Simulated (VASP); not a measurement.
# TaC (Fm-3m) in VASP: further runs

Runs on TaC. Level: PBEsol+D3(BJ). Tasks: single point.

Everything below comes from runs of VASP 6.6.1. Logs are shortened: lines on timing, memory, paths and dates and some standing lists are left out, and cuts for length are marked.

## (1) The cell of the first run

The structure is cubic, space group Fm-3m (No. 225). Conventional cell: a = 4.446 Å, b = 4.446 Å, c = 4.446 Å, α = 90.00°, β = 90.00°, γ = 90.00°. Within 2.9 Å of Ta (site symmetry m-3m) lie 6 C at 2.22 Å. C (site symmetry m-3m) has 6 Ta at 2.22 Å within 2.9 Å.

## (2) Single point, PBEsol+D3(BJ)

INCAR

```
SYSTEM = TaC
PREC = Accurate
ENCUT = 600
EDIFF = 1E-6
ISMEAR = -1
SIGMA = 0.1
LREAL = .False.
LASPH = .True.
NELM = 120
ALGO = Normal
ISIF = 2
LWAVE = .False.
LCHARG = .True.
GGA = PS
IVDW = 12
LELF = .True.
LVHAR = .True.
NBANDS = 14
GGA_COMPAT = .False.
```

KPOINTS

```
Automatic mesh
0
Gamma
  5 5 5
  0 0 0
```

POSCAR

```
TaC
1.0
    0.0000000000      2.2230000000      2.2230000000
    2.2230000000      0.0000000000      2.2230000000
    2.2230000000      2.2230000000      0.0000000000
Ta C
1 1
Direct
    0.0000000000      0.0000000000      0.0000000000
    0.5000000000      0.5000000000      0.5000000000
```

Potentials or basis: VASP PAW PBE potentials, release 64 (Ta_pv, C).

Run with:

```sh
cat potpaw_PBE.64/Ta_pv/POTCAR potpaw_PBE.64/C/POTCAR > POTCAR
mpirun -np 1 vasp_std > vasp.out
```

OUTCAR:

```text
SYSTEM = TaC
   PREC = Accurate
   ENCUT = 600
   EDIFF = 1E-6
   ISMEAR = -1
   LREAL = .False.
   LASPH = .True.
   NELM = 120
   ISIF = 2
   GGA = PS
   IVDW = 12
 IVDW          = 12

 ion  position               nearest neighbor table
   1  0.000  0.000  0.000-   2 2.22   2 2.22   2 2.22   2 2.22   2 2.22   2 2.22
   2  0.500  0.500  0.500-   1 2.22   1 2.22   1 2.22   1 2.22   1 2.22   1 2.22

  LATTYP: Found a face centered cubic cell.
 ALAT       =     4.4460000000

  Lattice vectors:

 A1 = (   0.0000000000,   2.2230000000,   2.2230000000)
 A2 = (   2.2230000000,   0.0000000000,   2.2230000000)
 A3 = (   2.2230000000,   2.2230000000,   0.0000000000)

Analysis of symmetry for initial positions (statically):
=====================================================================
 Subroutine PRICEL returns:
 Original cell was already a primitive cell.

 Routine SETGRP: Setting up the symmetry group for a
 face centered cubic supercell.

 Subroutine GETGRP returns: Found 48 space group operations
 (whereof 48 operations were pure point group operations)
 out of a pool of 48 trial point group operations.

The static configuration has the point symmetry O_h .

Analysis of symmetry for dynamics (positions and initial velocities):
=====================================================================
 Subroutine PRICEL returns:
 Original cell was already a primitive cell.

 Routine SETGRP: Setting up the symmetry group for a
 face centered cubic supercell.

 Subroutine GETGRP returns: Found 48 space group operations
 (whereof 48 operations were pure point group operations)
 out of a pool of 48 trial point group operations.

The dynamic configuration has the point symmetry O_h .

 Subroutine INISYM returns: Found 48 space group operations
 (whereof 48 operations are pure point group operations),
 and found     1 'primitive' translations

----------------------------------------------------------------------------------------

                                     Primitive cell

  volume of cell :      21.9709

  direct lattice vectors                    reciprocal lattice vectors
     0.000000000  2.223000000  2.223000000    -0.224921278  0.224921278  0.224921278
     2.223000000  0.000000000  2.223000000     0.224921278 -0.224921278  0.224921278
     2.223000000  2.223000000  0.000000000     0.224921278  0.224921278 -0.224921278

  length of vectors
     3.143796749  3.143796749  3.143796749     0.389575080  0.389575080  0.389575080

  position of ions in fractional coordinates (direct lattice)
     0.000000000  0.000000000  0.000000000
[... 75 lines left out ...]
   NUPDOWN=      -1.0000    fix difference up-down
   EMIN   =  10.00;   EMAX   =-10.00  energy-range for DOS
   EFERMI =   0.00;   METHOD = LEGACY
   ISMEAR =    -1;   SIGMA  =   0.10  broadening in eV -4-tet -1-fermi 0-gaus
   EFERMI_NEDOS =   21; number of points for ismear=-14 and -15
   IALGO  =     38    algorithm
   IMIX   =      4    mixing-type and parameters
     AMIX     =   0.40;   BMIX     =  1.00
     AMIX_MAG =   1.60;   BMIX_MAG =  1.00
  volume/ion in A,a.u.               =      10.99        74.13
  Fermi-wavevector in a.u.,A,eV,Ry     =   1.441526  2.724089 28.272865  2.077997
  Thomas-Fermi vector in A             =   2.560148
   LORBIT       =      0    0 simple, 1 ext, 2 COOP (PROOUT), +10 PAW based schemes
   GGA     = PS    functional components
   LHFCALC =     F    Hartree Fock is set to
   AEXX    =    0.0000 exact exchange contribution
   IVDW    =    12    specifies the selected vdW correction
   LEPSILON=     F    determine dielectric tensor
   LRPA    =     F    only Hartree local field effects (RPA)
 non-spin polarized calculation
  energy-cutoff  :      600.00
  volume of cell :       21.97
 maximum number of plane-waves:       741
 NGX is ok and might be reduce to    28
   NGX = 13   NGY = 13   NGZ = 13

 number of electron      14.9999999 magnetization

 Free energy of the ion-electron system (eV)
  ---------------------------------------------------
  ext. energy  EPLUGINS =         0.00000000
  ---------------------------------------------------
  free energy    TOTEN  =       -23.56335318 eV

  energy without entropy =      -23.54279417  energy(sigma->0) =      -23.55307368

 E-fermi :   8.2734     XC(G=0): -13.3581

 val. band max:        8.1958594699   @ k =   0.2000   0.0000   0.0000
 cond. band min:       8.5773886444   @ k =  -0.2000   0.2000   0.0000
 fundamental gap:      0.3815291745
 Fermi energy:         8.2734204541

 k-point     1 :       0.0000    0.0000    0.0000
  band No.  band energies     occupation
      1     -26.6751      2.00000
      2     -26.6751      2.00000
      3     -26.6751      2.00000
      4      -6.5266      2.00000
      5       6.9325      2.00000
      6       6.9325      2.00000
      7       6.9325      2.00000
      8       7.8635      1.96736
      9       7.8635      1.96736
     10       7.8635      1.96736
     11       8.9487      0.00233
     12       8.9487      0.00233
     13      14.9841      0.00000
     14      18.3173      0.00000
[... 139 lines left out ...]
      1     -27.2136      2.00000
      2     -27.0437      2.00000
      3     -26.8829      2.00000
      4      -3.4147      2.00000
      5       2.0917      2.00000
      6       3.3219      2.00000
      7       3.7819      2.00000
      8       8.9065      0.00355
      9      10.8331      0.00000
     10      12.4120      0.00000
     11      13.2774      0.00000
     12      16.0155      0.00000
     13      19.5853      0.00000
     14      20.6954      0.00000

------------------------ aborting loop because EDIFF is reached ----------------------------------------

 Edisp (eV)   -0.92295

 E8    (eV) :    -0.6459

  FORCE on cell =-STRESS in cart. coord.  units (eV):
  Direction    XX          YY          ZZ          XY          YZ          ZX
  --------------------------------------------------------------------------------------
  -------------------------------------------------------------------------------------
  Total      -1.03377    -1.03377    -1.03377    -0.00000     0.00000     0.00000
  in kB     -75.38532   -75.38532   -75.38532    -0.00000     0.00000     0.00000
  external pressure =      -75.39 kB  Pullay stress =        0.00 kB

 VOLUME and BASIS-vectors are now :
 -----------------------------------------------------------------------------
  energy-cutoff  :      600.00
  volume of cell :       21.97
      direct lattice vectors                 reciprocal lattice vectors
     0.000000000  2.223000000  2.223000000    -0.224921278  0.224921278  0.224921278
     2.223000000  0.000000000  2.223000000     0.224921278 -0.224921278  0.224921278
     2.223000000  2.223000000  0.000000000     0.224921278  0.224921278 -0.224921278

 POSITION                                       TOTAL-FORCE (eV/Angst)
 -----------------------------------------------------------------------------------
      0.00000      0.00000      0.00000         0.000000     -0.000000      0.000000
      2.22300      2.22300      2.22300         0.000000      0.000000     -0.000000
 -----------------------------------------------------------------------------------
    total drift:                                0.000000      0.000000      0.000000

  FREE ENERGIE OF THE ION-ELECTRON SYSTEM (eV)
  ---------------------------------------------------
  free  energy   TOTEN  =       -24.4863058421 eV

  energy  without entropy=      -24.4657468293  energy(sigma->0) =      -24.47602634
```

stdout:

```text
POSCAR found type information on POSCAR TaC
 POSCAR found :  2 types and       2 ions
 scaLAPACK will be used
 -----------------------------------------------------------------------------
|                                                                             |
|                                                                             |
|     You enforced a specific xc type in the INCAR file but a different       |
|     I HOPE YOU KNOW WHAT YOU ARE DOING!                                     |
|                                                                             |
 -----------------------------------------------------------------------------

 LDA part: xc-table for (Slater+PW92), standard interpolation
 POSCAR, INCAR and KPOINTS ok, starting setup
 FFT: planning ... GRIDC
 FFT: planning ... GRID_SOFT
 FFT: planning ... GRID
 WAVECAR not read
 entering main loop
```

Wall time 7.8 s (1 thread of Intel Xeon 6975P-C (Granite Rapids), shared host); peak memory 0.16 GiB.

Results:

```yaml
Free_energy: -24.4863 eV
Pressure: -7.5 GPa
Dispersion_energy_per_atom: -0.461 eV
```

Levels at points of the mesh, in eV from the Fermi level:
| k point | band 4 | band 5 | band 6 | band 7 | band 8 | band 9 | band 10 | band 11 | band 12 | band 13 |
| --- | --- | --- | --- | --- | --- | --- | --- | --- | --- | --- |
| (0.00, 0.00, 0.00) | -14.80 | -1.34 | -1.34 | -1.34 | -0.41 | -0.41 | -0.41 | 0.68 | 0.68 | 6.71 |

Caveat: the k points lie up to 0.49 Å⁻¹ apart; the PAW data sets were made with another functional, which shifts forces and pressure a little; spin-orbit coupling is left out, which moves the levels of the heavy elements; pairwise dispersion overbinds metals, which lowers pressure and volume.

(Continued in part 2 of 2.)
